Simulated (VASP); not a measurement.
# Cs (Fd-3m) in VASP: notebook

The runs below take Cs through single point, with PBE.

All numbers are computed with VASP 6.6.1; they aren't measurements. Logs are shortened: lines on timing, memory, paths and dates and some standing lists are left out, and cuts for length are marked.

## 1. The cell of the first run

It takes space group Fd-3m (No. 227, cubic). The conventional cell has a = 11.035 Å, b = 11.035 Å, c = 11.035 Å, α = 90.00°, β = 90.00°, γ = 90.00°.

This isn't the form of Cs at room conditions, which is bcc.

## 2. Single point, PBE (167.98 Å³/atom)

Input file POSCAR:

```
Cs
1.0
    0.0000000000      5.5176176701      5.5176176701
    5.5176176701      0.0000000000      5.5176176701
    5.5176176701      5.5176176701      0.0000000000
Cs
2
Direct
   -0.1250000000     -0.1250000000     -0.1250000000
    0.1250000000      0.1250000000      0.1250000000
```

Input file INCAR.step1:

```
PREC = Accurate
ENCUT = 520
EDIFF = 1E-6
ISMEAR = -1
SIGMA = 0.08
LREAL = False
LASPH = True
NELM = 100
ALGO = Normal
ISIF = 2
LWAVE = False
LCHARG = True
GGA = PE
NBANDS = 16
```

Input file KPOINTS.step1:

```
Automatic mesh
0
Gamma
  6 6 6
```

Input file INCAR.step2:

```
PREC = Accurate
ENCUT = 520
EDIFF = 1E-6
ISMEAR = -5
SIGMA = 0.08
LREAL = False
LASPH = True
NELM = 100
ALGO = Normal
ISIF = 2
LWAVE = False
LCHARG = False
GGA = PE
LORBIT = 11
NEDOS = 1001
ICHARG = 11
```

Input file KPOINTS.step2:

```
Automatic mesh
0
Gamma
  9 9 9
```

Potentials or basis: VASP PAW PBE potentials, release 64 (Cs_sv).

Started as:

```bash
> cat potpaw_PBE.64/Cs_sv/POTCAR > POTCAR
> cp INCAR.step1 INCAR
> cp KPOINTS.step1 KPOINTS
> mpirun -np 1 vasp_std > vasp.out
> cp INCAR.step2 INCAR
> cp KPOINTS.step2 KPOINTS
> mpirun -np 1 vasp_std > vasp.out
```

OUTCAR:

```text
PREC = Accurate
   ENCUT = 520
   EDIFF = 1E-6
   ISMEAR = -5
   LREAL = False
   LASPH = True
   NELM = 100
   ISIF = 2
   GGA = PE
   LORBIT = 11
   ICHARG = 11

 ion  position               nearest neighbor table
   1  0.875  0.875  0.875-
   2  0.125  0.125  0.125-

  LATTYP: Found a face centered cubic cell.
 ALAT       =    11.0352353402

  Lattice vectors:

 A1 = (   0.0000000000,   5.5176176701,   5.5176176701)
 A2 = (   5.5176176701,   0.0000000000,   5.5176176701)
 A3 = (   5.5176176701,   5.5176176701,   0.0000000000)

Analysis of symmetry for initial positions (statically):
=====================================================================
 Subroutine PRICEL returns:
 Original cell was already a primitive cell.

 Routine SETGRP: Setting up the symmetry group for a
 face centered cubic supercell.

 Subroutine GETGRP returns: Found 48 space group operations
 (whereof 12 operations were pure point group operations)
 out of a pool of 48 trial point group operations.

The static configuration has the point symmetry D_3d.
 The point group associated with its full space group is O_h .

Analysis of symmetry for dynamics (positions and initial velocities):
=====================================================================
 Subroutine PRICEL returns:
 Original cell was already a primitive cell.

 Routine SETGRP: Setting up the symmetry group for a
 face centered cubic supercell.

 Subroutine GETGRP returns: Found 48 space group operations
 (whereof 12 operations were pure point group operations)
 out of a pool of 48 trial point group operations.

The dynamic configuration has the point symmetry D_3d.
 The point group associated with its full space group is O_h .

 Subroutine INISYM returns: Found 48 space group operations
 (whereof 12 operations are pure point group operations),
 and found     1 'primitive' translations

----------------------------------------------------------------------------------------

                                     Primitive cell

  volume of cell :     335.9579

  direct lattice vectors                    reciprocal lattice vectors
     0.000000000  5.517617670  5.517617670    -0.090618820  0.090618820  0.090618820
     5.517617670  0.000000000  5.517617670     0.090618820 -0.090618820  0.090618820
     5.517617670  5.517617670  0.000000000     0.090618820  0.090618820 -0.090618820

  length of vectors
     7.803089741  7.803089741  7.803089741     0.156956400  0.156956400  0.156956400

  position of ions in fractional coordinates (direct lattice)
     0.875000000  0.875000000  0.875000000
     0.125000000  0.125000000  0.125000000

  ion indices of the primitive-cell ions
   primitive index   ion index
                 1           1
                 2           2

----------------------------------------------------------------------------------------

 KPOINTS: Automatic mesh

Automatic generation of k-mesh.
 Grid dimensions read from file:
 generate k-points for:    9    9    9

 Generating k-lattice:

  Cartesian coordinates                     Fractional coordinates (reciprocal lattice)
    -0.010068758  0.010068758  0.010068758     0.111111111  0.000000000  0.000000000
     0.010068758 -0.010068758  0.010068758     0.000000000  0.111111111  0.000000000
     0.010068758  0.010068758 -0.010068758     0.000000000  0.000000000  0.111111111

  Length of vectors
     0.017439600  0.017439600  0.017439600

  Shift w.r.t. Gamma in fractional coordinates (k-lattice)
     0.000000000  0.000000000  0.000000000

 TETIRR: Found    115 inequivalent tetrahedra from     4374

 Subroutine IBZKPT returns following result:
 ===========================================

 Found     35 irreducible k-points:

 Following reciprocal coordinates:
            Coordinates               Weight
  0.000000  0.000000  0.000000      1.000000
  0.111111  0.000000  0.000000      8.000000
  0.222222  0.000000  0.000000      8.000000
  0.333333  0.000000  0.000000      8.000000
  0.444444  0.000000  0.000000      8.000000
  0.111111  0.111111  0.000000      6.000000
[... 16 lines left out ...]
 -0.333333  0.333333  0.000000     12.000000
  0.444444  0.444444  0.000000      6.000000
 [... further k-points ...]
   k-points           NKPTS =     35   k-points in BZ     NKDIM =     35   number of bands    NBANDS=     13
   number of dos      NEDOS =   1001   number of ions     NIONS =      2
   total plane-waves  NPLWV = 216000
   dimension x,y,z NGX =    60 NGY =   60 NGZ =   60
   dimension x,y,z NGXF=   120 NGYF=  120 NGZF=  120
   ions per type =               2
   NGX,Y,Z   is equivalent  to a cutoff of  12.78, 12.78, 12.78 a.u.
   NGXF,Y,Z  is equivalent  to a cutoff of  25.57, 25.57, 25.57 a.u.
 SYSTEM =  unknown system
   PREC   = accura    normal or accurate (medium, high low for compatibility)
   ISTART =      0    job   : 0-new  1-cont  2-samecut
   ICHARG =     11    charge: 1-file 2-atom 10-const
   ISPIN  =      1    spin polarized calculation?
   LNONCOLLINEAR =      F non collinear calculations
   LSORBIT =      F    spin-orbit coupling
   LASPH  =      T    aspherical Exc in radial PAW
   ENCUT  =  520.0 eV  38.22 Ry    6.18 a.u.  14.51 14.51 14.51*2*pi/ulx,y,z
   NELM   =    100;   NELMIN=  2; NELMDL=  0     # of ELM steps
   EDIFF  = 0.1E-05   stopping-criterion for ELM
   LREAL  =      F    real-space projection
   EDIFFG = 0.1E-04   stopping-criterion for IOM
   NSW    =      0    number of steps for IOM
   IBRION =     -1    ionic relax: 0-MD 1-quasi-New 2-CG
   NFREE  =      0    steps in history (QN), initial steepest desc. (CG)
   ISIF   =      2    stress and relaxation
   ISYM   =      2    0-nonsym 1-usesym 2-fastsym
   POTIM  = 0.5000    time-step for ionic-motion
   TEBEG  =    0.0;   TEEND  =   0.0 temperature during run
   PSTRESS=    0.0 pullay stress
   NELECT =      18.0000    total number of electrons
   NUPDOWN=      -1.0000    fix difference up-down
   EMIN   =  10.00;   EMAX   =-10.00  energy-range for DOS
   EFERMI =   0.00;   METHOD = LEGACY
   ISMEAR =    -5;   SIGMA  =   0.08  broadening in eV -4-tet -1-fermi 0-gaus
   EFERMI_NEDOS =   21; number of points for ismear=-14 and -15
   IALGO  =     38    algorithm
   IMIX   =      4    mixing-type and parameters
     AMIX     =   0.40;   BMIX     =  1.00
     AMIX_MAG =   1.60;   BMIX_MAG =  1.00
  volume/ion in A,a.u.               =     167.98      1133.58
  Fermi-wavevector in a.u.,A,eV,Ry     =   0.617169  1.166280  5.182425  0.380898
  Thomas-Fermi vector in A             =   1.675159
   LORBIT       =     11    0 simple, 1 ext, 2 COOP (PROOUT), +10 PAW based schemes
   GGA     = PE    functional components
   LHFCALC =     F    Hartree Fock is set to
   AEXX    =    0.0000 exact exchange contribution
   IVDW    =     0    specifies the selected vdW correction
   LEPSILON=     F    determine dielectric tensor
   LRPA    =     F    only Hartree local field effects (RPA)
 non-spin polarized calculation
 Fermi weights with tetrahedron method with Bloechl corrections
  energy-cutoff  :      520.00
  volume of cell :      335.96
 maximum number of plane-waves:      9185
 NGX is ok and might be reduce to    60

 number of electron      17.9999998 magnetization

 Free energy of the ion-electron system (eV)
  ---------------------------------------------------
  ext. energy  EPLUGINS =         0.00000000
  ---------------------------------------------------
  free energy    TOTEN  =        -1.18447591 eV

  energy without entropy =       -1.18447591  energy(sigma->0) =       -1.18447591

 E-fermi :  -0.1921     XC(G=0):  -4.4515

 val. band max:       -0.1978997607   @ k =  -0.3333   0.4444   0.1111
 cond. band min:      -0.1759777529   @ k =  -0.4444   0.1111   0.0000
 fundamental gap:      0.0219220078
 Fermi energy:        -0.1920736659

 k-point     1 :       0.0000    0.0000    0.0000
  band No.  band energies     occupation
      1     -24.5729      2.00000
      2     -24.5490      2.00000
      3     -11.4275      2.00000
      4     -11.4275      2.00000
      5     -11.4275      2.00000
      6     -11.3028      2.00000
      7     -11.3028      2.00000
      8     -11.3028      2.00000
      9      -1.6125      2.00000
     10       1.0847      0.00000
     11       1.0876      0.00000
     12       1.1504      0.00000
     13       1.1504      0.00000

 k-point     2 :       0.1111    0.0000    0.0000
  band No.  band energies     occupation
      1     -24.5723      2.00000
      2     -24.5495      2.00000
      3     -11.4292      2.00000
      4     -11.4292      2.00000
      5     -11.4271      2.00000
      6     -11.3035      2.00000
      7     -11.3011      2.00000
      8     -11.3011      2.00000
      9      -1.5560      2.00000
     10       1.0068      0.00000
     11       1.0070      0.00000
     12       1.0481      0.00000
     13       1.2518      0.00000

 k-point     3 :       0.2222    0.0000    0.0000
  band No.  band energies     occupation
      1     -24.5708      2.00000
      2     -24.5510      2.00000
      3     -11.4333      2.00000
      4     -11.4333      2.00000
      5     -11.4262      2.00000
      6     -11.3054      2.00000
      7     -11.2970      2.00000
      8     -11.2970      2.00000
      9      -1.3915      2.00000
     10       0.7077      0.00000
     11       0.9345      0.00000
     12       0.9345      0.00000
     13       1.1896      0.00000
[... 305 lines left out ...]
 k-point    23 :      -0.3333    0.3333    0.0000
  band No.  band energies     occupation
      1     -24.5639      2.00000
      2     -24.5579      2.00000
      3     -11.4560      2.00000
      4     -11.4472      2.00000
      5     -11.3904      2.00000
      6     -11.3426      2.00000
      7     -11.2829      2.00000
      8     -11.2750      2.00000
      9      -0.4609      2.00000
     10       0.0538      0.00000
     11       0.1312      0.00000
     12       0.6677      0.00000
     13       1.0082      0.00000

 k-point    24 :       0.4444    0.4444    0.0000
  band No.  band energies     occupation
      1     -24.5630      2.00000
      2     -24.5588      2.00000
      3     -11.4531      2.00000
      4     -11.4531      2.00000
      5     -11.3778      2.00000
      6     -11.3563      2.00000
      7     -11.2770      2.00000
      8     -11.2770      2.00000
      9      -0.4761      2.00000
     10       0.0737      0.00000
     11       0.3814      0.00000
     12       0.4330      0.00000
     13       1.2998      0.00000

 [... further k-points ...]
[... 5 lines left out ...]
  --------------------------------------------------------------------------------------
  -------------------------------------------------------------------------------------
  Total        0.3251579      0.3251579      0.3251579      0.0000000     -0.0000000     -0.0000000
  in kB        1.5506727      1.5506727      1.5506727      0.0000000     -0.0000000     -0.0000000
  external PRESSURE =       1.5506727 kB  Pullay stress =       0.0000000 kB

 VOLUME and BASIS-vectors are now :
 -----------------------------------------------------------------------------
  energy-cutoff  :      520.00
  volume of cell :      335.96
      direct lattice vectors                 reciprocal lattice vectors
     0.000000000  5.517617670  5.517617670    -0.090618820  0.090618820  0.090618820
     5.517617670  0.000000000  5.517617670     0.090618820 -0.090618820  0.090618820
     5.517617670  5.517617670  0.000000000     0.090618820  0.090618820 -0.090618820

 POSITION                                       TOTAL-FORCE (eV/Angst)
 -----------------------------------------------------------------------------------
      9.65583      9.65583      9.65583         0.000000     -0.000000     -0.000000
      1.37940      1.37940      1.37940        -0.000000      0.000000      0.000000
 -----------------------------------------------------------------------------------
    total drift:                               -0.000000      0.000000     -0.000000

  FREE ENERGIE OF THE ION-ELECTRON SYSTEM (eV)
  ---------------------------------------------------
  free  energy   TOTEN  =        -1.1844759091 eV

  energy  without entropy=       -1.1844759091  energy(sigma->0) =       -1.18447591

 total charge

# of ion       s       p       d       tot
------------------------------------------
    1        1.862   4.674   0.005   6.540
    2        1.862   4.674   0.005   6.540
--------------------------------------------------
tot          3.723   9.348   0.010  13.080
```

Wall time 81 s (1 thread of Intel Xeon 6975P-C (Granite Rapids), shared host); peak memory 0.5 GiB.

What came out:

* Valence electrons inside the program's atomic spheres: Cs 6.54

Caveat: spin-orbit coupling is left out, which moves the levels of the heavy elements.

## 3. Single point, PBE

This run uses another cell than the first one, of 186.64 Å³/atom.

Input file POSCAR:

```
Cs
1.0
    0.0000000000      5.7148403267      5.7148403267
    5.7148403267      0.0000000000      5.7148403267
    5.7148403267      5.7148403267      0.0000000000
Cs
2
Direct
   -0.1250000000     -0.1250000000     -0.1250000000
    0.1250000000      0.1250000000      0.1250000000
```

Input file INCAR.step1:

```
PREC     = Accurate       # precision mode
ENCUT    = 520            # plane-wave cutoff, eV
EDIFF    = 1E-6           # SCF threshold, eV
ISMEAR   = -1             # smearing method
SIGMA    = 0.08           # smearing width, eV
LREAL    = False          # projectors in reciprocal space
LASPH    = True           # aspherical terms in the spheres
NELM     = 100            # most SCF steps
ALGO     = Normal         # electronic algorithm
ISIF     = 2              # what is computed and relaxed
LWAVE    = False          # write WAVECAR
LCHARG   = True           # write CHGCAR
GGA      = PE             # functional
NBANDS   = 16             # bands
```

Input file KPOINTS.step1:

```
regular mesh
0
Gamma
  6 6 6
```

Input file INCAR.step2:

```
PREC     = Accurate       # precision mode
ENCUT    = 520            # plane-wave cutoff, eV
EDIFF    = 1E-6           # SCF threshold, eV
ISMEAR   = -5             # smearing method
SIGMA    = 0.08           # smearing width, eV
LREAL    = False          # projectors in reciprocal space
LASPH    = True           # aspherical terms in the spheres
NELM     = 100            # most SCF steps
ALGO     = Normal         # electronic algorithm
ISIF     = 2              # what is computed and relaxed
LWAVE    = False          # write WAVECAR
LCHARG   = False          # write CHGCAR
GGA      = PE             # functional
LORBIT   = 11             # projections on sites
NBANDS   = 16             # bands
NEDOS    = 1001           # points of the DOS
ICHARG   = 11             # starting density
```

Input file KPOINTS.step2:

```
regular mesh
0
Gamma
  9 9 9
```

Potentials or basis: VASP PAW PBE potentials, release 64 (Cs_sv).

Started as:

```bash
> cat potpaw_PBE.64/Cs_sv/POTCAR > POTCAR
> cp INCAR.step1 INCAR
> cp KPOINTS.step1 KPOINTS
> mpirun -np 1 vasp_std > vasp.out
> cp INCAR.step2 INCAR
> cp KPOINTS.step2 KPOINTS
> mpirun -np 1 vasp_std > vasp.out
```

It took 93 s on 1 thread of Intel Xeon 6975P-C (Granite Rapids), shared host; peak memory 0.53 GiB.

The run converged. Its results:

| Property | Result |
| --- | --- |
| Valence electrons inside the program's atomic spheres | Cs 6.54 |

Levels at points of the mesh, in eV from the valence-band top:
| k point | band 6 | band 7 | band 8 | band 9 | band 10 | band 11 | band 12 | band 13 |
| --- | --- | --- | --- | --- | --- | --- | --- | --- |
| (0.00, 0.00, 0.00) | -11.08 | -11.08 | -11.08 | -1.29 | 1.35 | 1.35 | 1.35 | 1.35 |

Caveat: spin-orbit coupling is left out, which moves the levels of the heavy elements.
